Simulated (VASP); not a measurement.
Wanted: the native input for a VASP 6.6.1 run.

* Task: relaxation of cell and atoms
* Functional: PBE
* Potentials or basis: VASP PAW PBE potentials, release 64 (Mg, O)
* Cutoff: 600 eV
* k mesh: 6 × 6 × 4
* Occupations: gaussian, width 0.1 eV
* Spin: no spin polarisation
* Dipole correction: no
* Further INCAR settings: ALGO = Normal; EDIFF = 1e-06; IBRION = 2; EDIFFG = -0.04; NSW = 90; ISIF = 3

The structure of MgO lies in POSCAR:

```
MgO
1.0
    3.4863779600      0.0000000000      0.0000000000
   -1.7431889800      3.0192918800      0.0000000000
    0.0000000000      0.0000000000      4.1780414600
Mg O
2 2
Direct
    0.6666666700      0.3333333300      0.7500000000
    0.3333333300      0.6666666700      0.2500000000
    0.6666666700      0.3333333300      0.2500000000
    0.3333333300      0.6666666700      0.7500000000
```

One way to write it, as run:

INCAR

```
PREC = Accurate
ENCUT = 600
EDIFF = 1E-6
ISMEAR = 0
SIGMA = 0.1
LREAL = False
LASPH = True
NELM = 100
ALGO = Normal
ISIF = 3
LWAVE = False
LCHARG = False
GGA = PE
IBRION = 2
NSW = 90
EDIFFG = -0.04
```

KPOINTS

```
Automatic mesh
0
Gamma
  6 6 4
```

Potentials or basis: VASP PAW PBE potentials, release 64 (Mg, O).

Command:

```sh
$ cat potpaw_PBE.64/Mg/POTCAR potpaw_PBE.64/O/POTCAR > POTCAR
$ mpirun -np 1 vasp_std > vasp.out
```

Results of the run:

```json
{
 "Relaxed volume": "11.31 Å³/atom",
 "Relaxed cell": "a = 3.517 Å, b = 3.517 Å, c = 4.225 Å, α = 90.00°, β = 90.00°, γ = 120.00°",
 "Space group after relaxing (to 0.05 Å)": "P6_3/mmc (No. 194)",
 "Energy gained by relaxing": "3.8 meV/atom",
 "Ionic steps": "3",
 "Pressure after relaxing": "0.0 GPa",
 "Band gap on the k mesh": "3.29 eV, direct"
}
```

Run time: 15 s on 1 thread of Intel(R) Xeon(R) 6975P-C (Granite Rapids), on a shared host, peak memory 0.17 GiB.
